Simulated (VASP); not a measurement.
# Ga2O3 in VASP: notebook

Ga2O3 is run at these levels: PBE; tasks: single point.

Program: VASP 6.6.1. These are calculated values, not measurements. Logs are shortened: lines on timing, memory, paths and dates and some standing lists are left out, and cuts for length are marked.

**1. The cell of the first run**

The cell holds an amorphous packing of atoms, 15 atoms: a = 5.474 Å, b = 5.458 Å, c = 5.623 Å, α = 90.30°, β = 90.30°, γ = 90.79°.

**2. Single point, PBE**

INCAR

```
SYSTEM = Ga2O3
ALGO = Normal
EDIFF = 1E-7
ENCUT = 520
GGA = PE
ISIF = 2
ISMEAR = -1
ISYM = 0
LASPH = .TRUE.
LCHARG = .FALSE.
LREAL = Auto
LWAVE = .FALSE.
NBANDS = 79
NELM = 80
PREC = Accurate
SIGMA = 0.2585
```

KPOINTS

```
k-points
0
G
  1 1 1
  0 0 0
```

POSCAR

```
Ga2O3
1.0
    5.4742580000     -0.0378450000     -0.0147940000
   -0.0378450000      5.4580010000     -0.0143210000
   -0.0147940000     -0.0143210000      5.6231180000
Ga O
6 9
Direct
   -0.0665890394      0.6434639959      0.9034421703
    0.9867672559      0.6103519511      0.4173837513
    0.4057651966     -0.0569955426      0.1803007970
    0.7967335335      0.1024761328      0.5861640173
    0.4140543082      0.5859612254      0.8315808187
    0.7843235236      0.1564742330      0.1221141277
    0.4683404135      0.1538995856     -0.0651665812
    0.9800087064      0.3106639658      0.8342857588
    0.5512056799      0.3111168901      0.5644101799
    0.7656430340      0.7904856234      0.5814232367
    0.1965733209      0.8109343215      0.7151051243
    0.7138780987      0.8318077276      0.0960611944
    0.7169783377      0.4419973978      0.2955934452
    0.2801501347      0.6270243219      0.2099081251
    0.0599143284      1.0720437555      0.3246583321
```

Potentials or basis: VASP PAW PBE potentials, release 64 (Ga_d, O).

Run with:

```
> cat potpaw_PBE.64/Ga_d/POTCAR potpaw_PBE.64/O/POTCAR > POTCAR
> mpirun -np 1 vasp_gam > vasp.out
```

OUTCAR:

```text
SYSTEM = Ga2O3
   EDIFF = 1E-7
   ENCUT = 520
   GGA = PE
   ISIF = 2
   ISMEAR = -1
   ISYM = 0
   LASPH = .TRUE.
   LREAL = Auto
   NELM = 80
   PREC = Accurate

 ion  position               nearest neighbor table
   1  0.933  0.643  0.903-   8 1.88  12 1.93  11 2.01  10 2.19   5 2.69   2 2.76   5 2.88   2 2.91

   2  0.987  0.610  0.417-  10 1.82  13 1.85  14 1.99  11 2.29   1 2.76   1 2.91
   3  0.406  0.943  0.180-   7 1.83  14 1.86  12 1.86  15 2.19   6 2.39   5 2.76
   4  0.797  0.102  0.586-  10 1.71   9 1.78   8 2.04  15 2.07   6 2.63
   5  0.414  0.586  0.832-  11 1.84   9 2.26  14 2.26   1 2.69   3 2.76   1 2.88
   6  0.784  0.156  0.122-  12 1.81  13 1.88  15 1.95   7 2.02   8 2.12   3 2.39   4 2.63
   7  0.468  0.154  0.935-   3 1.83   6 2.02
   8  0.980  0.311  0.834-   1 1.88   4 2.04   6 2.12
   9  0.551  0.311  0.564-   4 1.78  13 1.90   5 2.26
  10  0.766  0.790  0.581-   4 1.71   2 1.82   1 2.19
  11  0.197  0.811  0.715-   5 1.84   1 2.01   2 2.29
  12  0.714  0.832  0.096-   6 1.81   3 1.86   1 1.93
  13  0.717  0.442  0.296-   2 1.85   6 1.88   9 1.90
  14  0.280  0.627  0.210-   3 1.86   2 1.99   5 2.26
  15  0.060  0.072  0.325-   6 1.95   4 2.07   3 2.19

IMPORTANT INFORMATION: All symmetrisations will be switched off!
NOSYMM: (Re-)initialisation of all symmetry stuff for point group C_1.

----------------------------------------------------------------------------------------

                                     Primitive cell

  volume of cell :     168.0000

  direct lattice vectors                    reciprocal lattice vectors
     5.474258000 -0.037845000 -0.014794000     0.182683232  0.001267969  0.000483855
    -0.037845000  5.458001000 -0.014321000     0.001267969  0.183227287  0.000469981
    -0.014794000 -0.014321000  5.623118000     0.000483855  0.000469981  0.177839748

  length of vectors
     5.474408804  5.458150992  5.623155697     0.182688273  0.183232277  0.177841027

  position of ions in fractional coordinates (direct lattice)
     0.933410961  0.643463996  0.903442170
     0.986767256  0.610351951  0.417383751
     0.405765197  0.943004457  0.180300797
     0.796733534  0.102476133  0.586164017
     0.414054308  0.585961225  0.831580819
     0.784323524  0.156474233  0.122114128
     0.468340414  0.153899586  0.934833419
     0.980008706  0.310663966  0.834285759
     0.551205680  0.311116890  0.564410180
     0.765643034  0.790485623  0.581423237
     0.196573321  0.810934321  0.715105124
     0.713878099  0.831807728  0.096061194
     0.716978338  0.441997398  0.295593445
[... 85 lines left out ...]
   IALGO  =     38    algorithm
   IMIX   =      4    mixing-type and parameters
     AMIX     =   0.40;   BMIX     =  1.00
     AMIX_MAG =   1.60;   BMIX_MAG =  1.00
  volume/ion in A,a.u.               =      11.20        75.58
  Fermi-wavevector in a.u.,A,eV,Ry     =   1.510647  2.854709 31.049245  2.282055
  Thomas-Fermi vector in A             =   2.620809
   LORBIT       =      0    0 simple, 1 ext, 2 COOP (PROOUT), +10 PAW based schemes
   GGA     = PE    functional components
   LHFCALC =     F    Hartree Fock is set to
   AEXX    =    0.0000 exact exchange contribution
   IVDW    =     0    specifies the selected vdW correction
   LEPSILON=     F    determine dielectric tensor
   LRPA    =     F    only Hartree local field effects (RPA)
 non-spin polarized calculation
  energy-cutoff  :      520.00
  volume of cell :      168.00
 maximum number of plane-waves:      2267
 NGX is ok and might be reduce to    42
   NGX = 21   NGY = 21   NGZ = 21

 number of electron     131.9999994 magnetization

 Free energy of the ion-electron system (eV)
  ---------------------------------------------------
  ext. energy  EPLUGINS =         0.00000000
  ---------------------------------------------------
  free energy    TOTEN  =       -76.00931749 eV

  energy without entropy =      -75.32675314  energy(sigma->0) =      -75.66803531

 E-fermi :   4.3097     XC(G=0): -11.3406

 val. band max:        3.9103625368   @ k =   0.0000   0.0000   0.0000
 cond. band min:       4.6147590852   @ k =   0.0000   0.0000   0.0000
 fundamental gap:      0.7043965484
 Fermi energy:         4.3097020497

 k-point     1 :       0.0000    0.0000    0.0000
  band No.  band energies     occupation
      1     -16.1561      2.00000
      2     -15.2346      2.00000
      3     -14.8981      2.00000
      4     -14.1648      2.00000
      5     -13.9746      2.00000
      6     -13.7341      2.00000
[... 70 lines left out ...]
     77      11.5338      0.00000
     78      12.1433      0.00000
 [bands above 78 left out]

------------------------ aborting loop because EDIFF is reached ----------------------------------------

  FORCE on cell =-STRESS in cart. coord.  units (eV):
  Direction    XX          YY          ZZ          XY          YZ          ZX
  --------------------------------------------------------------------------------------
  -------------------------------------------------------------------------------------
  Total       13.1820213     17.7850529     12.1621540      1.0438977     -1.0954820      4.7959006
  in kB      125.7139211    169.6119803    115.9876799      9.9554133    -10.4473607     45.7374068
  external PRESSURE =     137.1045271 kB  Pullay stress =       0.0000000 kB

 VOLUME and BASIS-vectors are now :
 -----------------------------------------------------------------------------
  energy-cutoff  :      520.00
  volume of cell :      168.00
      direct lattice vectors                 reciprocal lattice vectors
     5.474258000 -0.037845000 -0.014794000     0.182683232  0.001267969  0.000483855
    -0.037845000  5.458001000 -0.014321000     0.001267969  0.183227287  0.000469981
    -0.014794000 -0.014321000  5.623118000     0.000483855  0.000469981  0.177839748

 POSITION                                       TOTAL-FORCE (eV/Angst)
 -----------------------------------------------------------------------------------
      5.07201      3.46376      5.05714         0.130832      0.911662     -0.777364
      5.37254      3.28798      2.32366         2.709246      1.111599     -0.905012
      2.18291      5.12898      0.99434        -4.787483      0.330070      1.966746
      4.34897      0.52077      3.28282         2.968692      2.126882      1.228516
      2.23216      3.17060      4.66156         1.215701     -2.260094     -0.421364
      4.28586      0.82261      0.67282         3.180600      2.669673     -2.319627
      2.54416      0.80887      5.24755         0.728645      1.394305      0.101440
      5.34072      1.64657      4.67234        -0.987833      0.214085      0.457133
      2.99732      1.66913      3.16114        -2.186419      1.463756     -0.451981
      4.15281      4.27717      3.24676        -1.531668     -2.862985      1.764687
      1.03482      4.40840      4.00660        -0.601889     -1.475023      1.167311
      3.87505      4.51162      0.51769         1.002422     -2.277245     -1.583542
      3.90382      2.38106      1.64522        -0.100390     -0.942730      0.244243
      1.50678      3.40869      1.16721        -1.611562     -0.659614     -0.586208
      0.32046      0.38630      1.82367        -0.128893      0.255657      0.115022
 -----------------------------------------------------------------------------------
    total drift:                                0.003047      0.002653      0.000597

  FREE ENERGIE OF THE ION-ELECTRON SYSTEM (eV)
  ---------------------------------------------------
  free  energy   TOTEN  =       -76.0093174852 eV

  energy  without entropy=      -75.3267531355  energy(sigma->0) =      -75.66803531
```

stdout:

```text
POSCAR found type information on POSCAR GaO
 POSCAR found :  2 types and      15 ions
 scaLAPACK will be used
 LDA part: xc-table for (Slater+PW92), standard interpolation
 POSCAR, INCAR and KPOINTS ok, starting setup
 FFT: planning ... GRIDC
 FFT: planning ... GRID_SOFT
 FFT: planning ... GRID
 WAVECAR not read
 entering main loop
```

Wall time 36 s (1 thread of Intel Xeon Platinum 8488C (Sapphire Rapids), shared host); peak memory 0.24 GiB.

What came out:

* Free energy: -76.0093 eV
* Pressure: 13.7 GPa
* Largest force: 5.186 eV/Å
* Band gap on the k mesh: 0.70 eV

Forces in eV/Å, atoms in the order of the input:
```
Ga   0.131  0.912 -0.777
Ga   2.709  1.112 -0.905
Ga  -4.787  0.330  1.967
Ga   2.969  2.127  1.229
Ga   1.216 -2.260 -0.421
Ga   3.181  2.670 -2.320
O    0.729  1.394  0.101
O   -0.988  0.214  0.457
O   -2.186  1.464 -0.452
O   -1.532 -2.863  1.765
O   -0.602 -1.475  1.167
O    1.002 -2.277 -1.584
O   -0.100 -0.943  0.244
O   -1.612 -0.660 -0.586
O   -0.129  0.256  0.115
```

Caveat: the k points lie up to 1.15 Å⁻¹ apart.

**3. Single point, PBE**

INCAR

```
SYSTEM = Ga2O3
ALGO     = Normal         ! electronic algorithm
EDIFF    = 1E-6           ! SCF threshold, eV
ENCUT    = 520            ! plane-wave cutoff, eV
GGA      = PE             ! functional
ISIF     = 2              ! what is computed and relaxed
ISMEAR   = -1             ! smearing method
ISYM     = 0            
LASPH    = .TRUE.         ! aspherical terms in the spheres
LCHARG   = .FALSE.        ! write CHGCAR
LREAL    = Auto         
LWAVE    = .FALSE.        ! write WAVECAR
NBANDS   = 79             ! bands
NELM     = 80             ! most SCF steps
PREC     = Accurate       ! precision mode
SIGMA    = 0.2585         ! smearing width, eV
```

KPOINTS is that of step 2.

POSCAR

```
Ga2O3
1.0
    5.4742580000     -0.0378450000     -0.0147940000
   -0.0378450000      5.4580010000     -0.0143210000
   -0.0147940000     -0.0143210000      5.6231180000
Ga O
6 9
Direct
   -0.0380930459      0.5399926479      0.8155885554
    1.0018677724      0.7388338282      0.3560566346
    0.3958269732     -0.0635636976      0.2290484689
    0.7799581850      0.1067085586      0.6068641765
    0.4617424810      0.6211978586      0.8125751928
    0.8234863019      0.1936569381      0.1429315581
    0.5290582860      0.1436140411      0.0763472481
    0.9746496712      0.2023692426      0.8502836144
    0.5201286697      0.2978699572      0.7069516555
    0.5821509326      0.8328438024      0.4896867711
    0.1580201109      0.7750065677      0.7090531656
    0.7522005091      0.6464567246      0.0614776288
    0.7943451225      0.3873104077      0.4371623029
    0.2159849520      0.5542808208      0.2077594916
    0.1168204078      1.1201256720      0.3677096161
```

Potentials or basis: VASP PAW PBE potentials, release 64 (Ga_d, O).

Run with:

```
> cat potpaw_PBE.64/Ga_d/POTCAR potpaw_PBE.64/O/POTCAR > POTCAR
> mpirun -np 1 vasp_gam > vasp.out
```

Wall time 38 s (1 thread of Intel Xeon Platinum 8488C (Sapphire Rapids), shared host); peak memory 0.24 GiB.

The run converged. Its results:

- Free energy: -75.9250 eV
- Pressure: 18.1 GPa
- Largest force: 7.729 eV/Å
- Band gap on the k mesh: 0.26 eV

Forces on the atoms (eV/Å):
```
Ga  -0.571 -0.354  1.220
Ga  -2.282 -0.723  0.791
Ga  -3.931 -5.259  4.077
Ga  -0.783 -1.754  0.474
Ga   0.434 -0.146 -0.479
Ga   4.706  1.984  1.363
O   -0.559  3.184 -3.920
O    1.074  0.162  1.392
O   -1.947  1.856  0.271
O    1.516  0.417  0.938
O    0.853 -0.199 -0.174
O   -0.097  0.499 -1.936
O    0.662  2.356 -0.612
O    2.223  1.138 -2.112
O   -1.300 -3.160 -1.292
```

Stress tensor (GPa, compression positive):
```
 23.24   3.36 -10.34
  3.36  12.75  -9.91
-10.34  -9.91  18.37
```

Levels at points of the mesh, in eV from the valence-band top:
```
           k point  band 63  band 64  band 65  band 66  band 67  band 68  band 69  band 70
(0.00, 0.00, 0.00)    -1.07    -0.86    -0.65     0.00     0.26     3.39     3.64     3.97
```

Caveat: the k points lie up to 1.15 Å⁻¹ apart.
